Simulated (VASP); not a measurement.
# Ti (Pm-3n) in VASP: single point with PBEsol

Aim: the single point of Ti with PBEsol.

All numbers are computed with VASP 6.6.1; they aren't measurements. Logs are shortened: lines on timing, memory, paths and dates and some standing lists are left out, and cuts for length are marked.

### 1 The cell of the first run

The structure is cubic, space group Pm-3n (No. 223). The conventional cell has a = 5.109 Å, b = 5.109 Å, c = 5.109 Å, α = 90.00°, β = 90.00°, γ = 90.00°. Ti (site symmetry m-3) has 12 Ti at 2.86 Å within 3.8 Å. Ti (site symmetry -4m2) has 14 Ti at 2.55 to 3.13 Å within 3.4 Å.

### 2 Single point, PBEsol

Input file INCAR:

```
PREC = Accurate
ENCUT = 550
EDIFF = 1E-6
ISMEAR = 0
SIGMA = 0.1
LREAL = F
LASPH = T
NELM = 300
ALGO = All
ISIF = 2
LWAVE = F
LCHARG = T
GGA = PS
LVHAR = T
NBANDS = 58
GGA_COMPAT = F
ISEARCH = 1
KPAR = 4
```

Input file KPOINTS:

```
regular mesh
0
Gamma
  8 8 8
```

Input file POSCAR:

```
Ti
1.0
    5.1088973391      0.0000000000      0.0000000000
    0.0000000000      5.1088973391      0.0000000000
    0.0000000000      0.0000000000      5.1088973391
Ti
8
Direct
    0.5000000000      0.5000000000      0.5000000000
    0.0000000000      0.0000000000      0.0000000000
    0.2500000000      0.0000000000      0.5000000000
    0.5000000000      0.2500000000      0.0000000000
    0.5000000000      0.7500000000      0.0000000000
    0.7500000000      0.0000000000      0.5000000000
    0.0000000000      0.5000000000      0.7500000000
    0.0000000000      0.5000000000      0.2500000000
```

Potentials or basis: VASP PAW PBE potentials, release 64 (Ti_sv).

On the command line:

```
$ cat potpaw_PBE.64/Ti_sv/POTCAR > POTCAR
$ mpirun -np 4 vasp_std > vasp.out
```

OUTCAR:

```text
PREC = Accurate
   ENCUT = 550
   EDIFF = 1E-6
   ISMEAR = 0
   LREAL = F
   LASPH = T
   NELM = 300
   ISIF = 2
   GGA = PS

 ion  position               nearest neighbor table
   1  0.500  0.500  0.500-   3 2.86   4 2.86   5 2.86   6 2.86   7 2.86   8 2.86   4 2.86   5 2.86
                             3 2.86   6 2.86   7 2.86   8 2.86
   2  0.000  0.000  0.000-   3 2.86   4 2.86   5 2.86   6 2.86   7 2.86   8 2.86   3 2.86   6 2.86
                             7 2.86   8 2.86   4 2.86   5 2.86
   3  0.250  0.000  0.500-   6 2.55   6 2.55   1 2.86   2 2.86   1 2.86   2 2.86
   4  0.500  0.250  0.000-   5 2.55   5 2.55   1 2.86   1 2.86   2 2.86   2 2.86
   5  0.500  0.750  0.000-   4 2.55   4 2.55   1 2.86   1 2.86   2 2.86   2 2.86
   6  0.750  0.000  0.500-   3 2.55   3 2.55   1 2.86   2 2.86   1 2.86   2 2.86
   7  0.000  0.500  0.750-   8 2.55   8 2.55   1 2.86   2 2.86   2 2.86   1 2.86
   8  0.000  0.500  0.250-   7 2.55   7 2.55   1 2.86   2 2.86   2 2.86   1 2.86

  LATTYP: Found a simple cubic cell.
 ALAT       =     5.1088973391

  Lattice vectors:

 A1 = (   5.1088973391,   0.0000000000,   0.0000000000)
 A2 = (   0.0000000000,   5.1088973391,   0.0000000000)
 A3 = (   0.0000000000,   0.0000000000,   5.1088973391)

Analysis of symmetry for initial positions (statically):
=====================================================================
 Subroutine PRICEL returns:
 Original cell was already a primitive cell.

 Routine SETGRP: Setting up the symmetry group for a
 simple cubic supercell.

 Subroutine GETGRP returns: Found 48 space group operations
 (whereof 24 operations were pure point group operations)
 out of a pool of 48 trial point group operations.

The static configuration has the point symmetry T_h .
 The point group associated with its full space group is O_h .

Analysis of symmetry for dynamics (positions and initial velocities):
=====================================================================
 Subroutine PRICEL returns:
 Original cell was already a primitive cell.

 Routine SETGRP: Setting up the symmetry group for a
 simple cubic supercell.

 Subroutine GETGRP returns: Found 48 space group operations
 (whereof 24 operations were pure point group operations)
 out of a pool of 48 trial point group operations.

The dynamic configuration has the point symmetry T_h .
 The point group associated with its full space group is O_h .

 Subroutine INISYM returns: Found 48 space group operations
 (whereof 24 operations are pure point group operations),
 and found     1 'primitive' translations

[... 115 lines left out ...]
   TEBEG  =    0.0;   TEEND  =   0.0 temperature during run
   PSTRESS=    0.0 pullay stress
   NELECT =      96.0000    total number of electrons
   NUPDOWN=      -1.0000    fix difference up-down
   EMIN   =  10.00;   EMAX   =-10.00  energy-range for DOS
   EFERMI =   0.00;   METHOD = LEGACY
   ISMEAR =     0;   SIGMA  =   0.10  broadening in eV -4-tet -1-fermi 0-gaus
   EFERMI_NEDOS =   21; number of points for ismear=-14 and -15
   IALGO  =     58    algorithm
   IMIX   =      4    mixing-type and parameters
     AMIX     =   0.40;   BMIX     =  1.00
     AMIX_MAG =   1.60;   BMIX_MAG =  1.00
  volume/ion in A,a.u.               =      16.67       112.48
  Fermi-wavevector in a.u.,A,eV,Ry     =   1.467252  2.772704 29.291012  2.152829
  Thomas-Fermi vector in A             =   2.582892
   LORBIT       =      0    0 simple, 1 ext, 2 COOP (PROOUT), +10 PAW based schemes
   GGA     = PS    functional components
   LHFCALC =     F    Hartree Fock is set to
   AEXX    =    0.0000 exact exchange contribution
   IVDW    =     0    specifies the selected vdW correction
   LEPSILON=     F    determine dielectric tensor
   LRPA    =     F    only Hartree local field effects (RPA)
 non-spin polarized calculation
 Gauss-broadening in eV      SIGMA  =   0.10
  energy-cutoff  :      550.00
  volume of cell :      133.35
 maximum number of plane-waves:      3948
 NGX is ok and might be reduce to    40
   NGX = 19   NGY = 19   NGZ = 19

 number of electron      96.0000068 magnetization

 Free energy of the ion-electron system (eV)
  ---------------------------------------------------
  ext. energy  EPLUGINS =         0.00000000
  ---------------------------------------------------
  free energy    TOTEN  =       -65.27578573 eV

  energy without entropy =      -65.15994349  energy(sigma->0) =      -65.21786461

 E-fermi :   8.2806     XC(G=0): -11.8151

 val. band max:        8.2796975614   @ k =   0.5000   0.5000   0.2500
 cond. band min:       8.2834003588   @ k =   0.5000   0.2500   0.0000
 fundamental gap:      0.0037027974
 Fermi energy:         8.2805936111

 k-point     1 :       0.0000    0.0000    0.0000
  band No.  band energies     occupation
      1     -47.8096      2.00000
      2     -47.6950      2.00000
      3     -47.6950      2.00000
      4     -47.6837      2.00000
      5     -47.6209      2.00000
      6     -47.5411      2.00000
[... 1453 lines left out ...]
     57      10.1789      0.00000
     58      10.3430      0.00000

 [... further k-points ...]

------------------------ aborting loop because EDIFF is reached ----------------------------------------

  FORCE on cell =-STRESS in cart. coord.  units (eV):
  Direction    XX          YY          ZZ          XY          YZ          ZX
  --------------------------------------------------------------------------------------
  -------------------------------------------------------------------------------------
  Total       -0.2121193     -0.2121193     -0.2121193     -0.0000000      0.0000000     -0.0000000
  in kB       -2.5486440     -2.5486440     -2.5486440     -0.0000000      0.0000000     -0.0000000
  external PRESSURE =      -2.5486440 kB  Pullay stress =       0.0000000 kB

 VOLUME and BASIS-vectors are now :
 -----------------------------------------------------------------------------
  energy-cutoff  :      550.00
  volume of cell :      133.35
      direct lattice vectors                 reciprocal lattice vectors
     5.108897339  0.000000000  0.000000000     0.195736953  0.000000000  0.000000000
     0.000000000  5.108897339  0.000000000     0.000000000  0.195736953  0.000000000
     0.000000000  0.000000000  5.108897339     0.000000000  0.000000000  0.195736953

 POSITION                                       TOTAL-FORCE (eV/Angst)
 -----------------------------------------------------------------------------------
      2.55445      2.55445      2.55445         0.000000     -0.000000     -0.000000
      0.00000      0.00000      0.00000         0.000000     -0.000000     -0.000000
      1.27722      0.00000      2.55445         0.000000      0.000000      0.000000
      2.55445      1.27722      0.00000        -0.000000     -0.000000      0.000000
      2.55445      3.83167      0.00000         0.000000     -0.000000     -0.000000
      3.83167      0.00000      2.55445        -0.000000     -0.000000      0.000000
      0.00000      2.55445      3.83167        -0.000000      0.000000     -0.000000
      0.00000      2.55445      1.27722         0.000000     -0.000000      0.000000
 -----------------------------------------------------------------------------------
    total drift:                                0.000000     -0.000000      0.000000

  FREE ENERGIE OF THE ION-ELECTRON SYSTEM (eV)
  ---------------------------------------------------
  free  energy   TOTEN  =       -65.2757857289 eV

  energy  without entropy=      -65.1599437147  energy(sigma->0) =      -65.21786472
```

OSZICAR:

```text
N       E                     dE             d eps       ncg     rms           ort
DAV:   1     0.141053154241E+04    0.14105E+04   -0.50848E+04  2030   0.224E+03
DAV:   2     0.122725893557E+03   -0.12878E+04   -0.12636E+04  2030   0.661E+02
DAV:   3    -0.465428059183E+02   -0.16927E+03   -0.16170E+03  2030   0.205E+02
DAV:   4    -0.712745553640E+02   -0.24732E+02   -0.24001E+02  2030   0.685E+01
DAV:   5    -0.732331893891E+02   -0.19586E+01   -0.19462E+01  2030   0.159E+01
SDA:   6    -0.535721728548E+02    0.19661E+02   -0.19462E+01  2030   0.742E+02   0.000E+00
CGA:   7    -0.627087691681E+02   -0.91366E+01   -0.91133E+01  2030   0.771E+01   0.409E-01
CGA:   8    -0.647619607626E+02   -0.20532E+01   -0.20766E+01  2030   0.159E+01  -0.245E+00
CGA:   9    -0.650483979535E+02   -0.28644E+00   -0.28642E+00  2030   0.590E+00  -0.412E-03
CGA:  10    -0.652124541420E+02   -0.16406E+00   -0.16421E+00  2030   0.227E+00  -0.148E-02
CGA:  11    -0.652477468007E+02   -0.35293E-01   -0.35261E-01  2030   0.848E-01  -0.492E-03
CGA:  12    -0.652645332839E+02   -0.16786E-01   -0.16786E-01  2030   0.274E-01  -0.124E-03
[... 21 lines left out ...]
CGA:  34    -0.652757847757E+02   -0.11784E-05   -0.11462E-05  2030   0.339E-05  -0.793E-06
CGA:  35    -0.652757857289E+02   -0.95328E-06   -0.95481E-06  2030   0.221E-05  -0.131E-07
   1 F= -.65275786E+02 E0= -.65217865E+02  d E =-.115842E+00
```

stdout:

```text
POSCAR found type information on POSCAR Ti
 POSCAR found :  1 types and       8 ions
 scaLAPACK will be used
 -----------------------------------------------------------------------------
|                                                                             |
|                                                                             |
[... 67 lines left out ...]
 gam= 1.258 trial= 0.515  step=  0.4321 mean=  0.5152
 gam= 0.568 g(H,U,f)=  0.323E-05 0.136E-06 0.228E-07 ort(H,U,f) =-0.474E-06-0.291E-06-0.273E-07
 gam= 0.568 trial= 0.507  step=  0.6503 mean=  0.5069
 gam= 0.654 g(H,U,f)=  0.211E-05 0.983E-07 0.114E-07 ort(H,U,f) = 0.416E-07-0.574E-07 0.271E-08
 gam= 0.654 trial= 0.521  step=  0.6048 mean=  0.5212
 final diagonalization occupied
```

Wall time 2.6 min (4 MPI ranks of Intel Xeon Platinum 8488C (Sapphire Rapids), shared host); peak memory 0.6 GiB.

Results:

```
Free energy            : -65.2758 eV
Pressure               : -0.3 GPa
Band gap on the k mesh : zero (bands 48 and 49 overlap by 0.57 eV)
```

Caveat: the PAW data sets were made with another functional, which shifts forces and pressure a little.
